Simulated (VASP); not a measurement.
# Zn2C (Fm-3m) in VASP: settings compared

The runs below take Zn2C through single point, with PBE, r2SCAN.

Everything below comes from runs of VASP 6.6.1. Logs are shortened: lines on timing, memory, paths and dates and some standing lists are left out, and cuts for length are marked.

## Step 1: The cell of the first run

The structure is cubic, space group Fm-3m (No. 225). Conventional cell: a = 5.209 Å, b = 5.209 Å, c = 5.209 Å, α = 90.00°, β = 90.00°, γ = 90.00°. Within 3.0 Å of C (site symmetry m-3m) lie 8 Zn at 2.26 Å. Zn (site symmetry -43m) has 4 C at 2.26 Å and 6 Zn at 2.60 Å within 3.0 Å.

## Step 2: Single point, PBE

Contents of INCAR:

```
PREC = Accurate
ENCUT = 520
EDIFF = 1E-6
ISMEAR = -1
SIGMA = 0.02
LREAL = F
LASPH = T
NELM = 80
ALGO = Normal
ISIF = 2
LWAVE = F
LCHARG = T
GGA = PE
LELF = T
LVHAR = T
NBANDS = 21
```

Contents of KPOINTS:

```
regular mesh
0
Gamma
  8 8 8
```

Contents of POSCAR:

```
Zn2C
1.0
    0.0000000000      2.6042746663      2.6042746663
    2.6042746663      0.0000000000      2.6042746663
    2.6042746663      2.6042746663      0.0000000000
C Zn
1 2
Direct
    0.0000000000      0.0000000000      0.0000000000
    0.2500000000      0.2500000000      0.2500000000
    0.7500000000      0.7500000000      0.7500000000
```

Potentials or basis: VASP PAW PBE potentials, release 64 (C, Zn).

Run with:

```sh
> cat potpaw_PBE.64/C/POTCAR potpaw_PBE.64/Zn/POTCAR > POTCAR
> mpirun -np 1 vasp_std > vasp.out
```

OUTCAR:

```text
PREC = Accurate
   ENCUT = 520
   EDIFF = 1E-6
   ISMEAR = -1
   LREAL = F
   LASPH = T
   NELM = 80
   ISIF = 2
   GGA = PE

 ion  position               nearest neighbor table
   1  0.000  0.000  0.000-   3 2.26   3 2.26   3 2.26   2 2.26   2 2.26   2 2.26   3 2.26   2 2.26

   2  0.250  0.250  0.250-   1 2.26   1 2.26   1 2.26   1 2.26   3 2.60   3 2.60   3 2.60   3 2.60
                             3 2.60   3 2.60
   3  0.750  0.750  0.750-   1 2.26   1 2.26   1 2.26   1 2.26   2 2.60   2 2.60   2 2.60   2 2.60
                             2 2.60   2 2.60

  LATTYP: Found a face centered cubic cell.
 ALAT       =     5.2085493326

  Lattice vectors:

 A1 = (   0.0000000000,   2.6042746663,   2.6042746663)
 A2 = (   2.6042746663,   0.0000000000,   2.6042746663)
 A3 = (   2.6042746663,   2.6042746663,   0.0000000000)

Analysis of symmetry for initial positions (statically):
=====================================================================
 Subroutine PRICEL returns:
 Original cell was already a primitive cell.

 Routine SETGRP: Setting up the symmetry group for a
 face centered cubic supercell.

 Subroutine GETGRP returns: Found 48 space group operations
 (whereof 48 operations were pure point group operations)
 out of a pool of 48 trial point group operations.

The static configuration has the point symmetry O_h .

Analysis of symmetry for dynamics (positions and initial velocities):
=====================================================================
 Subroutine PRICEL returns:
 Original cell was already a primitive cell.

 Routine SETGRP: Setting up the symmetry group for a
 face centered cubic supercell.

 Subroutine GETGRP returns: Found 48 space group operations
 (whereof 48 operations were pure point group operations)
 out of a pool of 48 trial point group operations.

The dynamic configuration has the point symmetry O_h .

 Subroutine INISYM returns: Found 48 space group operations
 (whereof 48 operations are pure point group operations),
 and found     1 'primitive' translations

----------------------------------------------------------------------------------------

                                     Primitive cell

  volume of cell :      35.3257

  direct lattice vectors                    reciprocal lattice vectors
     0.000000000  2.604274666  2.604274666    -0.191992038  0.191992038  0.191992038
     2.604274666  0.000000000  2.604274666     0.191992038 -0.191992038  0.191992038
     2.604274666  2.604274666  0.000000000     0.191992038  0.191992038 -0.191992038

  length of vectors
     3.683000553  3.683000553  3.683000553     0.332539964  0.332539964  0.332539964

  position of ions in fractional coordinates (direct lattice)
     0.000000000  0.000000000  0.000000000
     0.250000000  0.250000000  0.250000000
     0.750000000  0.750000000  0.750000000

  ion indices of the primitive-cell ions
   primitive index   ion index
                 1           1
                 2           2
                 3           3

----------------------------------------------------------------------------------------

 KPOINTS: regular mesh

Automatic generation of k-mesh.
 Grid dimensions read from file:
 generate k-points for:    8    8    8

 Generating k-lattice:

  Cartesian coordinates                     Fractional coordinates (reciprocal lattice)
    -0.023999005  0.023999005  0.023999005     0.125000000  0.000000000  0.000000000
     0.023999005 -0.023999005  0.023999005     0.000000000  0.125000000  0.000000000
     0.023999005  0.023999005 -0.023999005     0.000000000  0.000000000  0.125000000

  Length of vectors
     0.041567496  0.041567496  0.041567496

  Shift w.r.t. Gamma in fractional coordinates (k-lattice)
     0.000000000  0.000000000  0.000000000

 Subroutine IBZKPT returns following result:
 ===========================================

 Found     29 irreducible k-points:

 Following reciprocal coordinates:
            Coordinates               Weight
  0.000000  0.000000  0.000000      1.000000
  0.125000  0.000000  0.000000      8.000000
  0.250000  0.000000  0.000000      8.000000
  0.375000  0.000000  0.000000      8.000000
  0.500000  0.000000  0.000000      4.000000
  0.125000  0.125000  0.000000      6.000000
[... 16 lines left out ...]
  0.500000  0.250000  0.125000     48.000000
 -0.375000  0.250000  0.125000     24.000000
 [... further k-points ...]
   k-points           NKPTS =     29   k-points in BZ     NKDIM =     29   number of bands    NBANDS=     21
   number of dos      NEDOS =    301   number of ions     NIONS =      3
   total plane-waves  NPLWV =  21952
   dimension x,y,z NGX =    28 NGY =   28 NGZ =   28
   dimension x,y,z NGXF=    56 NGYF=   56 NGZF=   56
   ions per type =               1   2
   NGX,Y,Z   is equivalent  to a cutoff of  12.64, 12.64, 12.64 a.u.
   NGXF,Y,Z  is equivalent  to a cutoff of  25.28, 25.28, 25.28 a.u.
 SYSTEM =  unknown system
   PREC   = accura    normal or accurate (medium, high low for compatibility)
   ISTART =      0    job   : 0-new  1-cont  2-samecut
   ICHARG =      2    charge: 1-file 2-atom 10-const
   ISPIN  =      1    spin polarized calculation?
   LNONCOLLINEAR =      F non collinear calculations
   LSORBIT =      F    spin-orbit coupling
   LASPH  =      T    aspherical Exc in radial PAW
   ENCUT  =  520.0 eV  38.22 Ry    6.18 a.u.   6.85  6.85  6.85*2*pi/ulx,y,z
   NELM   =     80;   NELMIN=  2; NELMDL= -5     # of ELM steps
   EDIFF  = 0.1E-05   stopping-criterion for ELM
   LREAL  =      F    real-space projection
   EDIFFG = 0.1E-04   stopping-criterion for IOM
   NSW    =      0    number of steps for IOM
   IBRION =     -1    ionic relax: 0-MD 1-quasi-New 2-CG
   NFREE  =      0    steps in history (QN), initial steepest desc. (CG)
   ISIF   =      2    stress and relaxation
   ISYM   =      2    0-nonsym 1-usesym 2-fastsym
   POTIM  = 0.5000    time-step for ionic-motion
   TEBEG  =    0.0;   TEEND  =   0.0 temperature during run
   PSTRESS=    0.0 pullay stress
   NELECT =      28.0000    total number of electrons
   NUPDOWN=      -1.0000    fix difference up-down
   EMIN   =  10.00;   EMAX   =-10.00  energy-range for DOS
   EFERMI =   0.00;   METHOD = LEGACY
   ISMEAR =    -1;   SIGMA  =   0.02  broadening in eV -4-tet -1-fermi 0-gaus
   EFERMI_NEDOS =   21; number of points for ismear=-14 and -15
   IALGO  =     38    algorithm
   IMIX   =      4    mixing-type and parameters
     AMIX     =   0.40;   BMIX     =  1.00
     AMIX_MAG =   1.60;   BMIX_MAG =  1.00
  volume/ion in A,a.u.               =      11.78        79.46
  Fermi-wavevector in a.u.,A,eV,Ry     =   1.515063  2.863054 31.231034  2.295416
  Thomas-Fermi vector in A             =   2.624637
   LORBIT       =      0    0 simple, 1 ext, 2 COOP (PROOUT), +10 PAW based schemes
   GGA     = PE    functional components
[... 5 lines left out ...]
 non-spin polarized calculation
  energy-cutoff  :      520.00
  volume of cell :       35.33
 maximum number of plane-waves:       960
   NGX = 13   NGY = 13   NGZ = 13

 number of electron      27.9999971 magnetization

 Free energy of the ion-electron system (eV)
  ---------------------------------------------------
  ext. energy  EPLUGINS =         0.00000000
  ---------------------------------------------------
  free energy    TOTEN  =        -9.26771211 eV

  energy without entropy =       -9.26756287  energy(sigma->0) =       -9.26763749

 E-fermi :   4.4281     XC(G=0): -11.9134

 val. band max:        4.4142665999   @ k =   0.0000   0.0000   0.0000
 cond. band min:       5.1357837601   @ k =   0.5000   0.0000   0.0000
 fundamental gap:      0.7215171602
 Fermi energy:         4.4281305249

 k-point     1 :       0.0000    0.0000    0.0000
  band No.  band energies     occupation
      1      -9.3952      2.00000
      2      -4.1632      2.00000
      3      -4.1632      2.00000
      4      -4.1632      2.00000
      5      -3.9803      2.00000
      6      -3.9803      2.00000
[... 13 lines left out ...]
     20      15.3405      0.00000
     21      15.3405      0.00000

 k-point     2 :       0.1250    0.0000    0.0000
  band No.  band energies     occupation
      1      -9.1971      2.00000
      2      -4.1725      2.00000
      3      -4.1171      2.00000
      4      -4.1171      2.00000
      5      -3.9226      2.00000
      6      -3.9226      2.00000
[... 13 lines left out ...]
     20      14.4190      0.00000
     21      14.4190      0.00000

 k-point     3 :       0.2500    0.0000    0.0000
  band No.  band energies     occupation
      1      -8.6500      2.00000
      2      -4.1639      2.00000
      3      -3.9884      2.00000
      4      -3.9884      2.00000
      5      -3.7582      2.00000
      6      -3.7582      2.00000
[... 13 lines left out ...]
     20      13.9607      0.00000
     21      13.9607      0.00000

 k-point     4 :       0.3750    0.0000    0.0000
  band No.  band energies     occupation
      1      -7.9519      2.00000
      2      -4.0460      2.00000
      3      -3.8071      2.00000
      4      -3.8071      2.00000
      5      -3.5231      2.00000
      6      -3.5231      2.00000
[... 13 lines left out ...]
     20      14.9646      0.00000
     21      14.9646      0.00000

 k-point     5 :       0.5000    0.0000    0.0000
  band No.  band energies     occupation
      1      -7.5876      2.00000
      2      -3.8752      2.00000
      3      -3.6897      2.00000
      4      -3.6897      2.00000
      5      -3.3294      2.00000
      6      -3.3294      2.00000
[... 13 lines left out ...]
     20      16.0089      0.00000
     21      16.0089      0.00000

 k-point     6 :       0.1250    0.1250    0.0000
  band No.  band energies     occupation
      1      -9.1315      2.00000
      2      -4.2651      2.00000
      3      -4.0487      2.00000
      4      -4.0487      2.00000
      5      -3.9567      2.00000
      6      -3.8703      2.00000
[... 13 lines left out ...]
     20      15.1213      0.00000
     21      16.1677      0.00000

 k-point     7 :       0.2500    0.1250    0.0000
  band No.  band energies     occupation
      1      -8.7008      2.00000
      2      -4.3121      2.00000
      3      -3.9418      2.00000
      4      -3.9163      2.00000
      5      -3.8388      2.00000
      6      -3.7274      2.00000
[... 13 lines left out ...]
     20      15.3139      0.00000
     21      15.9298      0.00000
[... 291 lines left out ...]
      1      -7.0780      2.00000
      2      -4.1843      2.00000
      3      -3.7961      2.00000
      4      -3.6572      2.00000
      5      -3.5247      2.00000
      6      -3.4155      2.00000
[... 13 lines left out ...]
     20      16.0663      0.00000
     21      19.0952      0.00000

 k-point    21 :       0.5000    0.5000    0.0000
  band No.  band energies     occupation
      1      -7.0330      2.00000
      2      -4.6366      2.00000
      3      -3.8170      2.00000
      4      -3.6623      2.00000
      5      -3.2666      2.00000
      6      -3.2666      2.00000
[... 13 lines left out ...]
     20      18.7243      0.00000
     21      19.4738      0.00000

 k-point    22 :       0.3750    0.2500    0.1250
  band No.  band energies     occupation
      1      -8.2104      2.00000
      2      -4.3452      2.00000
      3      -3.8698      2.00000
      4      -3.7133      2.00000
      5      -3.6864      2.00000
      6      -3.5647      2.00000
[... 13 lines left out ...]
     20      15.9169      0.00000
     21      17.0807      0.00000

 k-point    23 :       0.5000    0.2500    0.1250
  band No.  band energies     occupation
      1      -7.6166      2.00000
      2      -4.1925      2.00000
      3      -3.7466      2.00000
      4      -3.6021      2.00000
      5      -3.4693      2.00000
      6      -3.4179      2.00000
[... 13 lines left out ...]
     20      15.6197      0.00000
     21      17.1356      0.00000

 k-point    24 :      -0.3750    0.2500    0.1250
  band No.  band energies     occupation
      1      -7.3278      2.00000
      2      -3.8923      2.00000
      3      -3.8200      2.00000
      4      -3.6440      2.00000
      5      -3.3862      2.00000
      6      -3.3843      2.00000
[... 13 lines left out ...]
     20      14.8726      0.00000
     21      17.0538      0.00000

 [... further k-points ...]

------------------------ aborting loop because EDIFF is reached ----------------------------------------

  FORCE on cell =-STRESS in cart. coord.  units (eV):
  Direction    XX          YY          ZZ          XY          YZ          ZX
  --------------------------------------------------------------------------------------
  -------------------------------------------------------------------------------------
  Total        0.1220216      0.1220216      0.1220216     -0.0000000     -0.0000000      0.0000000
  in kB        5.5342254      5.5342254      5.5342254     -0.0000000     -0.0000000      0.0000000
  external PRESSURE =       5.5342254 kB  Pullay stress =       0.0000000 kB

 VOLUME and BASIS-vectors are now :
 -----------------------------------------------------------------------------
  energy-cutoff  :      520.00
  volume of cell :       35.33
      direct lattice vectors                 reciprocal lattice vectors
     0.000000000  2.604274666  2.604274666    -0.191992038  0.191992038  0.191992038
     2.604274666  0.000000000  2.604274666     0.191992038 -0.191992038  0.191992038
     2.604274666  2.604274666  0.000000000     0.191992038  0.191992038 -0.191992038

 POSITION                                       TOTAL-FORCE (eV/Angst)
 -----------------------------------------------------------------------------------
      0.00000      0.00000      0.00000         0.000000      0.000000      0.000000
      1.30214      1.30214      1.30214         0.000000      0.000000      0.000000
      3.90641      3.90641      3.90641        -0.000000     -0.000000     -0.000000
 -----------------------------------------------------------------------------------
    total drift:                                0.000000      0.000000      0.000000

  FREE ENERGIE OF THE ION-ELECTRON SYSTEM (eV)
  ---------------------------------------------------
  free  energy   TOTEN  =        -9.2677121094 eV

  energy  without entropy=       -9.2675628688  energy(sigma->0) =       -9.26763749
```

Wall time 26 s (1 thread of Intel Xeon Platinum 8375C at 2.90GHz (Ice Lake), shared host); peak memory 0.16 GiB.

Results:

| Item | Value |
| --- | --- |
| Free energy | -9.2677 eV |
| Pressure | 0.6 GPa |
| Band gap on the k mesh | zero (filled and empty bands touch) |

## Step 3: Single point, PBE (12.13 Å³/atom)

This run uses another cell than the first one, of 12.13 Å³/atom.

Contents of INCAR:

```
SYSTEM = Zn2C
  PREC = Accurate
  ENCUT = 520
  EDIFF = 1E-7
  ISMEAR = -1
  SIGMA = 0.02
  LREAL = .FALSE.
  LASPH = .TRUE.
  NELM = 80
  ALGO = Normal
  ISIF = 2
  LWAVE = .FALSE.
  LCHARG = .FALSE.
  GGA = PE
  NBANDS = 21
```

Contents of KPOINTS:

```
Automatic mesh
0
G
  8 8 8
  0 0 0
```

Contents of POSCAR:

```
Zn2C
1.0
    0.0000000000      2.6300612410      2.6300612410
    2.6300612410      0.0000000000      2.6300612410
    2.6300612410      2.6300612410      0.0000000000
C Zn
1 2
Direct
    0.0000000000      0.0000000000      0.0000000000
    0.2500000000      0.2500000000      0.2500000000
    0.7500000000      0.7500000000      0.7500000000
```

Potentials or basis: VASP PAW PBE potentials, release 64 (C, Zn).

Run with:

```sh
> cat potpaw_PBE.64/C/POTCAR potpaw_PBE.64/Zn/POTCAR > POTCAR
> mpirun -np 1 vasp_std > vasp.out
```

It took 34 s on 1 thread of Intel Xeon Platinum 8375C at 2.90GHz (Ice Lake), shared host; peak memory 0.16 GiB.

The run converged. Its results:

| Property | Result |
| --- | --- |
| Free energy | -9.2592 eV |
| Pressure | -3.1 GPa |
| Band gap on the k mesh | zero (filled and empty bands touch) |

Levels at points of the mesh, in eV from the Fermi level:
```tsv
k point	band 11	band 12	band 13	band 14	band 15	band 16	band 17	band 18
(0.00, 0.00, 0.00)	-6.77	-0.35	-0.01	-0.01	-0.01	4.10	4.10	4.10
(0.50, 0.00, 0.00)	-7.06	-6.95	-1.10	-1.10	0.57	5.03	5.03	5.74
(0.50, 0.50, 0.00)	-6.79	-5.25	-3.52	-3.52	0.90	1.34	7.01	8.66
```

Caveat: the cell stands under tension.

(Continued in part 2 of 2.)
